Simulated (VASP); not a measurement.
# P4C (I-43m) in VASP: further runs, part 2 of 2

VASP 6.6.1. Earlier steps stand in the parts before.

### 3 Single point, PBE

This run uses another cell than the first one, of 21.23 Å³/atom.

The input, INCAR:

```
SYSTEM = P4C
ALGO = Normal ; EDIFF = 1E-6
ENCUT = 520 ; GGA = PE
ISIF = 2 ; ISMEAR = 0
LASPH = .TRUE. ; LCHARG = .FALSE.
LREAL = .FALSE. ; LWAVE = .FALSE.
NBANDS = 20 ; NELM = 100
PREC = Accurate ; SIGMA = 0.1
```

The input, KPOINTS:

```
k-points
0
G
  4 4 4
  0 0 0
```

The input, POSCAR:

```
P4C
1.0
   -2.9828642600      2.9828642600      2.9828642600
    2.9828642600     -2.9828642600      2.9828642600
    2.9828642600      2.9828642600     -2.9828642600
P C
4 1
Direct
    0.0000000000      0.6305807800      0.0000000000
    0.3694192200      0.3694192200      0.3694192200
    0.0000000000      0.0000000000      0.6305807800
    0.6305807800      0.0000000000      0.0000000000
    0.0000000000      0.0000000000      0.0000000000
```

Potentials or basis: VASP PAW PBE potentials, release 64 (P, C).

The run is started by

```bash
cat potpaw_PBE.64/P/POTCAR potpaw_PBE.64/C/POTCAR > POTCAR
mpirun -np 1 vasp_std > vasp.out
```

OUTCAR:

```text
SYSTEM = P4C
   EDIFF = 1E-6
   ENCUT = 520
   GGA = PE
   ISIF = 2
   ISMEAR = 0
   LASPH = .TRUE.
   LREAL = .FALSE.
   NELM = 100
   PREC = Accurate

 ion  position               nearest neighbor table
   1  0.000  0.631  0.000-   5 1.91
   2  0.369  0.369  0.369-   5 1.91
   3  0.000  0.000  0.631-   5 1.91
   4  0.631  0.000  0.000-   5 1.91
   5  0.000  0.000  0.000-   1 1.91   2 1.91   3 1.91   4 1.91

  LATTYP: Found a body centered cubic cell.
 ALAT       =     5.9657285200

  Lattice vectors:

 A1 = (  -2.9828642600,   2.9828642600,   2.9828642600)
 A2 = (   2.9828642600,  -2.9828642600,   2.9828642600)
 A3 = (   2.9828642600,   2.9828642600,  -2.9828642600)

Analysis of symmetry for initial positions (statically):
=====================================================================
 Subroutine PRICEL returns:
 Original cell was already a primitive cell.

 Routine SETGRP: Setting up the symmetry group for a
 body centered cubic supercell.

 Subroutine GETGRP returns: Found 24 space group operations
 (whereof 24 operations were pure point group operations)
 out of a pool of 48 trial point group operations.

The static configuration has the point symmetry T_d .

Analysis of symmetry for dynamics (positions and initial velocities):
=====================================================================
 Subroutine PRICEL returns:
 Original cell was already a primitive cell.

 Routine SETGRP: Setting up the symmetry group for a
 body centered cubic supercell.

 Subroutine GETGRP returns: Found 24 space group operations
 (whereof 24 operations were pure point group operations)
 out of a pool of 48 trial point group operations.

The dynamic configuration has the point symmetry T_d .

 Subroutine INISYM returns: Found 24 space group operations
 (whereof 24 operations are pure point group operations),
 and found     1 'primitive' translations

----------------------------------------------------------------------------------------

                                     Primitive cell

  volume of cell :     106.1599

  direct lattice vectors                    reciprocal lattice vectors
    -2.982864260  2.982864260  2.982864260     0.000000000  0.167624121  0.167624121
     2.982864260 -2.982864260  2.982864260     0.167624121  0.000000000  0.167624121
     2.982864260  2.982864260 -2.982864260     0.167624121  0.167624121  0.000000000

  length of vectors
     5.166472450  5.166472450  5.166472450     0.237056305  0.237056305  0.237056305

  position of ions in fractional coordinates (direct lattice)
     0.000000000  0.630580780  0.000000000
     0.369419220  0.369419220  0.369419220
     0.000000000  0.000000000  0.630580780
     0.630580780  0.000000000  0.000000000
     0.000000000  0.000000000  0.000000000

  ion indices of the primitive-cell ions
   primitive index   ion index
                 1           1
                 2           2
                 3           3
                 4           4
                 5           5

----------------------------------------------------------------------------------------

 KPOINTS: k-points

Automatic generation of k-mesh.
 Grid dimensions read from file:
 generate k-points for:    4    4    4

 Generating k-lattice:

  Cartesian coordinates                     Fractional coordinates (reciprocal lattice)
     0.000000000  0.041906030  0.041906030     0.250000000  0.000000000  0.000000000
     0.041906030  0.000000000  0.041906030     0.000000000  0.250000000  0.000000000
     0.041906030  0.041906030  0.000000000     0.000000000  0.000000000  0.250000000

  Length of vectors
     0.059264076  0.059264076  0.059264076

  Shift w.r.t. Gamma in fractional coordinates (k-lattice)
     0.000000000  0.000000000  0.000000000

 Subroutine IBZKPT returns following result:
 ===========================================

 Found      8 irreducible k-points:

 Following reciprocal coordinates:
            Coordinates               Weight
  0.000000  0.000000  0.000000      1.000000
  0.250000  0.000000  0.000000     12.000000
  0.500000  0.000000  0.000000      6.000000
  0.250000  0.250000  0.000000     24.000000
  0.250000  0.250000  0.250000      2.000000
 -0.250000  0.250000  0.250000      6.000000
  0.500000  0.500000  0.250000     12.000000
  0.500000  0.500000  0.500000      1.000000
   k-points           NKPTS =      8   k-points in BZ     NKDIM =      8   number of bands    NBANDS=     20
   number of dos      NEDOS =    301   number of ions     NIONS =      5
   total plane-waves  NPLWV =  64000
   dimension x,y,z NGX =    40 NGY =   40 NGZ =   40
   dimension x,y,z NGXF=    80 NGYF=   80 NGZF=   80
   ions per type =               4   1
   NGX,Y,Z   is equivalent  to a cutoff of  12.87, 12.87, 12.87 a.u.
   NGXF,Y,Z  is equivalent  to a cutoff of  25.74, 25.74, 25.74 a.u.
 SYSTEM =  P4C
   PREC   = accura    normal or accurate (medium, high low for compatibility)
   ISTART =      0    job   : 0-new  1-cont  2-samecut
   ICHARG =      2    charge: 1-file 2-atom 10-const
   ISPIN  =      1    spin polarized calculation?
   LNONCOLLINEAR =      F non collinear calculations
   LSORBIT =      F    spin-orbit coupling
   LASPH  =      T    aspherical Exc in radial PAW
   ENCUT  =  520.0 eV  38.22 Ry    6.18 a.u.   9.61  9.61  9.61*2*pi/ulx,y,z
   NELM   =    100;   NELMIN=  2; NELMDL= -5     # of ELM steps
   EDIFF  = 0.1E-05   stopping-criterion for ELM
   LREAL  =      F    real-space projection
   EDIFFG = 0.1E-04   stopping-criterion for IOM
   NSW    =      0    number of steps for IOM
   IBRION =     -1    ionic relax: 0-MD 1-quasi-New 2-CG
   NFREE  =      0    steps in history (QN), initial steepest desc. (CG)
   ISIF   =      2    stress and relaxation
   ISYM   =      2    0-nonsym 1-usesym 2-fastsym
   POTIM  = 0.5000    time-step for ionic-motion
   TEBEG  =    0.0;   TEEND  =   0.0 temperature during run
   PSTRESS=    0.0 pullay stress
   NELECT =      24.0000    total number of electrons
   NUPDOWN=      -1.0000    fix difference up-down
   EMIN   =  10.00;   EMAX   =-10.00  energy-range for DOS
   EFERMI =   0.00;   METHOD = LEGACY
   ISMEAR =     0;   SIGMA  =   0.10  broadening in eV -4-tet -1-fermi 0-gaus
   EFERMI_NEDOS =   21; number of points for ismear=-14 and -15
   IALGO  =     38    algorithm
   IMIX   =      4    mixing-type and parameters
     AMIX     =   0.40;   BMIX     =  1.00
     AMIX_MAG =   1.60;   BMIX_MAG =  1.00
  volume/ion in A,a.u.               =      21.23       143.28
  Fermi-wavevector in a.u.,A,eV,Ry     =   0.997298  1.884621 13.532408  0.994604
  Thomas-Fermi vector in A             =   2.129445
   LORBIT       =      0    0 simple, 1 ext, 2 COOP (PROOUT), +10 PAW based schemes
   GGA     = PE    functional components
   LHFCALC =     F    Hartree Fock is set to
   AEXX    =    0.0000 exact exchange contribution
   IVDW    =     0    specifies the selected vdW correction
   LEPSILON=     F    determine dielectric tensor
   LRPA    =     F    only Hartree local field effects (RPA)
 non-spin polarized calculation
 Gauss-broadening in eV      SIGMA  =   0.10
  energy-cutoff  :      520.00
  volume of cell :      106.16
 maximum number of plane-waves:      2916
 NGX is ok and might be reduce to    40
   NGX = 19   NGY = 19   NGZ = 19

 number of electron      24.0000000 magnetization

 Free energy of the ion-electron system (eV)
  ---------------------------------------------------
  ext. energy  EPLUGINS =         0.00000000
  ---------------------------------------------------
  free energy    TOTEN  =       -24.58874196 eV

  energy without entropy =      -24.56775717  energy(sigma->0) =      -24.57824956

 E-fermi :   3.6203     XC(G=0):  -9.1379

 val. band max:        3.5557901110   @ k =   0.2500   0.0000   0.0000
 cond. band min:       3.6273030339   @ k =   0.2500   0.0000   0.0000
 fundamental gap:      0.0715129230
 Fermi energy:         3.6202867604

 k-point     1 :       0.0000    0.0000    0.0000
  band No.  band energies     occupation
      1     -11.3689      2.00000
      2      -5.6623      2.00000
      3      -5.6623      2.00000
      4      -5.6623      2.00000
      5      -4.1642      2.00000
      6      -1.4871      2.00000
[... 173 lines left out ...]
     19       9.8868      0.00000
     20       9.8868      0.00000

------------------------ aborting loop because EDIFF is reached ----------------------------------------

  FORCE on cell =-STRESS in cart. coord.  units (eV):
  Direction    XX          YY          ZZ          XY          YZ          ZX
  --------------------------------------------------------------------------------------
  -------------------------------------------------------------------------------------
  Total       -7.6468022     -7.6468022     -7.6468022     -0.0000000      0.0000000     -0.0000000
  in kB     -115.4064212   -115.4064212   -115.4064212     -0.0000000      0.0000000     -0.0000000
  external PRESSURE =    -115.4064212 kB  Pullay stress =       0.0000000 kB

 VOLUME and BASIS-vectors are now :
 -----------------------------------------------------------------------------
  energy-cutoff  :      520.00
  volume of cell :      106.16
      direct lattice vectors                 reciprocal lattice vectors
    -2.982864260  2.982864260  2.982864260     0.000000000  0.167624121  0.167624121
     2.982864260 -2.982864260  2.982864260     0.167624121  0.000000000  0.167624121
     2.982864260  2.982864260 -2.982864260     0.167624121  0.167624121  0.000000000

 POSITION                                       TOTAL-FORCE (eV/Angst)
 -----------------------------------------------------------------------------------
      1.88094     -1.88094      1.88094         0.042552     -0.042552      0.042552
      1.10193      1.10193      1.10193        -0.042552     -0.042552     -0.042552
      1.88094      1.88094     -1.88094         0.042552      0.042552     -0.042552
     -1.88094      1.88094      1.88094        -0.042552      0.042552      0.042552
      0.00000      0.00000      0.00000        -0.000000     -0.000000      0.000000
 -----------------------------------------------------------------------------------
    total drift:                               -0.000001     -0.000001     -0.000002

  FREE ENERGIE OF THE ION-ELECTRON SYSTEM (eV)
  ---------------------------------------------------
  free  energy   TOTEN  =       -24.5887419627 eV

  energy  without entropy=      -24.5677571663  energy(sigma->0) =      -24.57824956
```

OSZICAR:

```text
N       E                     dE             d eps       ncg     rms          rms(c)
DAV:   1     0.736528590640E+02    0.73653E+02   -0.98380E+03   320   0.102E+03
DAV:   2    -0.194391630709E+02   -0.93092E+02   -0.90459E+02   456   0.154E+02
DAV:   3    -0.255237424771E+02   -0.60846E+01   -0.59979E+01   380   0.398E+01
DAV:   4    -0.256385038252E+02   -0.11476E+00   -0.11451E+00   428   0.668E+00
DAV:   5    -0.256408855910E+02   -0.23818E-02   -0.23816E-02   356   0.908E-01    0.921E+00
DAV:   6    -0.245377967655E+02    0.11031E+01   -0.33507E+00   388   0.120E+01    0.334E+00
DAV:   7    -0.245966333101E+02   -0.58837E-01   -0.79774E-01   352   0.448E+00    0.284E+00
DAV:   8    -0.245901453785E+02    0.64879E-02   -0.55879E-02   392   0.144E+00    0.126E+00
DAV:   9    -0.245884789940E+02    0.16664E-02   -0.13153E-02   364   0.776E-01    0.794E-02
DAV:  10    -0.245887198177E+02   -0.24082E-03   -0.20200E-03   376   0.231E-01    0.522E-02
DAV:  11    -0.245887366048E+02   -0.16787E-04   -0.12993E-04   372   0.792E-02    0.165E-02
DAV:  12    -0.245887408375E+02   -0.42326E-05   -0.31533E-05   372   0.361E-02    0.101E-02
DAV:  13    -0.245887420565E+02   -0.12190E-05   -0.76268E-06   384   0.149E-02    0.410E-03
DAV:  14    -0.245887419627E+02    0.93832E-07   -0.20715E-07   204   0.304E-03
   1 F= -.24588742E+02 E0= -.24578250E+02  d E =-.209848E-01
```

stdout:

```text
POSCAR found type information on POSCAR P C
 POSCAR found :  2 types and       5 ions
 scaLAPACK will be used
 LDA part: xc-table for (Slater+PW92), standard interpolation
 POSCAR, INCAR and KPOINTS ok, starting setup
 FFT: planning ... GRIDC
 FFT: planning ... GRID_SOFT
 FFT: planning ... GRID
 WAVECAR not read
 entering main loop
```

Run time: 52 s. Hardware: 1 thread of Intel Xeon 8259CL, shared host; peak memory 0.23 GiB.

What came out:

```yaml
Free_energy: -24.5887 eV
Pressure: -11.5 GPa
Largest_force: 0.074 eV/Å
Band_gap_on_the_k_mesh: zero (bands 12 and 13 overlap by 1.51 eV)
```

Forces in eV/Å, atoms in the order of the input:
```
P    0.043 -0.043  0.043
P   -0.043 -0.043 -0.043
P    0.043  0.043 -0.043
P   -0.043  0.043  0.043
C    0.000  0.000  0.000
```

Caveat: the k points lie up to 0.37 Å⁻¹ apart, too coarse for converged energies and pressures of a metal; this functional lacks dispersion, which holds the molecules together, so the pressure and a relaxed volume are unreliable.

### 4 Single point, PBE

The input, INCAR:

```
  PREC = Accurate
  ENCUT = 520
  EDIFF = 1E-7
  ISMEAR = 0
  SIGMA = 0.1
  LREAL = False
  LASPH = True
  NELM = 60
  ALGO = Normal
  ISIF = 2
  LWAVE = False
  LCHARG = False
  GGA = PE
  NBANDS = 20
```

The input, KPOINTS:

```
Automatic mesh
0
Gamma
  6 6 6
```

The input, POSCAR:

```
P4C
1.0
   -2.6113899371      2.6113899371      2.6113899371
    2.6113899371     -2.6113899371      2.6113899371
    2.6113899371      2.6113899371     -2.6113899371
P C
4 1
Direct
    0.0000000000      0.5841872862      0.0000000000
    0.4158127138      0.4158127138      0.4158127138
    0.0000000000      0.0000000000      0.5841872862
    0.5841872862      0.0000000000      0.0000000000
    0.0000000000      0.0000000000      0.0000000000
```

The run is started by

```bash
cat potpaw_PBE.64/P/POTCAR potpaw_PBE.64/C/POTCAR > POTCAR
mpirun -np 1 vasp_std > vasp.out
```

Run time: 60 s. Hardware: 1 thread of Intel Xeon 8259CL, shared host; peak memory 0.2 GiB.

The run converged. Its results:

| Item | Value |
| --- | --- |
| Free energy | -26.6200 eV |
| Pressure | -0.6 GPa |
| Largest force | 0.019 eV/Å |
| Band gap on the k mesh | zero (bands 12 and 13 overlap by 2.50 eV) |

Forces on the atoms (eV/Å):
```
P    0.011 -0.011  0.011
P   -0.011 -0.011 -0.011
P    0.011  0.011 -0.011
P   -0.011  0.011  0.011
C    0.000  0.000  0.000
```

Levels at points of the mesh, in eV from the Fermi level:
```
           k point  band 10  band 11  band 12  band 13  band 14  band 15
(0.00, 0.00, 0.00)    -3.58    -3.58     0.99     0.99     2.37     2.37
(0.50, 0.00, 0.00)    -2.16    -1.85    -0.41     0.82     0.84     1.50
(0.50, 0.50, 0.50)    -2.55    -1.51    -1.51    -1.51     2.02     5.55
```

Caveat: this functional lacks dispersion, which holds the molecules together, so the pressure and a relaxed volume are unreliable.

### 5 Relaxation of cell and atoms, PBE

This run uses another cell than the first one, of 21.23 Å³/atom.

The input, INCAR:

```
SYSTEM = P4C
ALGO     = Normal         ! electronic algorithm
EDIFF    = 1E-6           ! SCF threshold, eV
EDIFFG   = -0.04          ! ionic threshold
ENCUT    = 600            ! plane-wave cutoff, eV
GGA      = PE             ! functional
IBRION   = 2              ! ionic algorithm
ISIF     = 3              ! what is computed and relaxed
ISMEAR   = 0              ! smearing method
LASPH    = .True.         ! aspherical terms in the spheres
LCHARG   = .False.        ! write CHGCAR
LREAL    = .False.        ! projectors in reciprocal space
LWAVE    = .False.        ! write WAVECAR
NELM     = 80             ! most SCF steps
NSW      = 90             ! ionic steps
PREC     = Accurate       ! precision mode
SIGMA    = 0.1            ! smearing width, eV
```

The input, KPOINTS:

```
k-points
0
Gamma
  4 4 4
  0 0 0
```

The input, POSCAR:

```
P4C
1.0
   -2.9828642600      2.9828642600      2.9828642600
    2.9828642600     -2.9828642600      2.9828642600
    2.9828642600      2.9828642600     -2.9828642600
P C
4 1
Direct
    0.0000000000      0.6305807800      0.0000000000
    0.3694192200      0.3694192200      0.3694192200
    0.0000000000      0.0000000000      0.6305807800
    0.6305807800      0.0000000000      0.0000000000
    0.0000000000      0.0000000000      0.0000000000
```

The run is started by

```bash
cat potpaw_PBE.64/P/POTCAR potpaw_PBE.64/C/POTCAR > POTCAR
mpirun -np 1 vasp_std > vasp.out
```

It took 6.3 min on 1 thread of Intel Xeon 8259CL, shared host; peak memory 0.26 GiB.

The run converged. Its results:

| Quantity | Value |
| --- | --- |
| Free energy | -26.7024 eV |
| Relaxed volume | 14.22 Å³/atom |
| Relaxed cell | a = 4.520 Å, b = 4.520 Å, c = 4.520 Å, α = 109.47°, β = 109.47°, γ = 109.47° |
| Space group after relaxing (to 0.1 Å) | I-43m (No. 217) |
| Energy gained by relaxing | 422.5 meV/atom |
| Ionic steps | 11 |
| Pressure after relaxing | 0.2 GPa |
| Largest force after relaxing | 0.020 eV/Å |
| Band gap on the k mesh | zero (bands 12 and 13 overlap by 2.47 eV) |

Forces in eV/Å, atoms in the order of the input:
```
P   -0.011  0.011 -0.011
P    0.011  0.011  0.011
P   -0.011 -0.011  0.011
P    0.011 -0.011 -0.011
C    0.000  0.000  0.000
```

Step by step:
| step | energy change (eV) | largest force (eV/Å) | pressure (GPa) | volume (Å³) |
| --- | --- | --- | --- | --- |
| 1 | 0.0000 | 0.0743 | -11.55 | 106.16 |
| 2 | -0.8572 | 2.7157 | 1.40 | 84.34 |
| 3 | -0.8661 | 2.4357 | -0.20 | 85.98 |
| 4 | -1.6898 | 2.0096 | 2.68 | 74.96 |
| 5 | -1.6622 | 0.6696 | 18.89 | 62.32 |
| 6 | -1.8837 | 1.5667 | 8.38 | 68.82 |
| 7 | -1.9939 | 0.6934 | -6.33 | 74.86 |
| 8 | -2.1077 | 0.0856 | -1.02 | 72.15 |
| 9 | -2.1078 | 0.1094 | -0.87 | 72.08 |
| 10 | -2.1119 | 0.0535 | -0.24 | 71.46 |
| 11 | -2.1125 | 0.0195 | 0.16 | 71.08 |

Final structure:
```
CELL_PARAMETERS angstrom
-2.60955 2.60955 2.60955
2.60955 -2.60955 2.60955
2.60955 2.60955 -2.60955
ATOMIC_POSITIONS crystal
P 0.00000 0.58545 0.00000
P 0.41455 0.41455 0.41455
P 0.00000 0.00000 0.58545
P 0.58545 0.00000 0.00000
C 0.00000 0.00000 0.00000
```

Levels at points of the mesh, in eV from the Fermi level:
| k point | band 10 | band 11 | band 12 | band 13 | band 14 | band 15 |
| --- | --- | --- | --- | --- | --- | --- |
| (0.00, 0.00, 0.00) | -3.66 | -3.66 | 0.85 | 0.85 | 2.27 | 2.27 |
| (0.50, 0.00, 0.00) | -2.28 | -1.96 | -0.51 | 0.73 | 0.76 | 1.40 |
| (0.50, 0.50, 0.50) | -2.67 | -1.62 | -1.62 | -1.62 | 1.93 | 5.45 |

Caveat: the k points lie up to 0.43 Å⁻¹ apart in the final cell, too coarse for converged energies and pressures of a metal; the volume moved by over 15 % at a fixed basis, so the end points are rough; this functional lacks dispersion, which holds the molecules together, so the pressure and a relaxed volume are unreliable.

### 6 The runs side by side

| task | cell | k mesh | cutoff (eV) | gap on the mesh (eV) | pressure (GPa) | largest force (eV/Å) |
| --- | --- | --- | --- | --- | --- | --- |
| single point | a = 4.523 Å, angles 109.5°, 5 atoms, atomic positions A | 4 × 4 × 4 | 520 | none | -0.4 | 0.09 |
| single point | a = 5.166 Å, angles 109.5°, 5 atoms, atomic positions B | 4 × 4 × 4 | 520 | none | -11.5 | 0.07 |
| single point | a = 4.523 Å, angles 109.5°, 5 atoms, atomic positions A | 6 × 6 × 6 | 520 | none | -0.6 | 0.02 |
| relaxation of cell and atoms | relaxed from a = 5.166 Å, angles 109.5°, 5 atoms, atomic positions B | 4 × 4 × 4 | 600 | none | 0.2 | 0.02 |

Alike in all rows: level PBE; potentials or basis VASP PAW PBE potentials, release 64 (P, C); no spin polarisation; smearing gaussian 0.1 eV.

Caveats: some runs use coarse meshes; this functional lacks dispersion, which holds the molecules together, so the pressure and a relaxed volume are unreliable; the volume moved by over 15 % at a fixed basis, so the end points are rough (at least some runs).

Total energies depend on the potentials used, so only differences within one code and one set of settings carry meaning.

The gap in the log of VASP goes by the Fermi energy; the results here count the filled bands.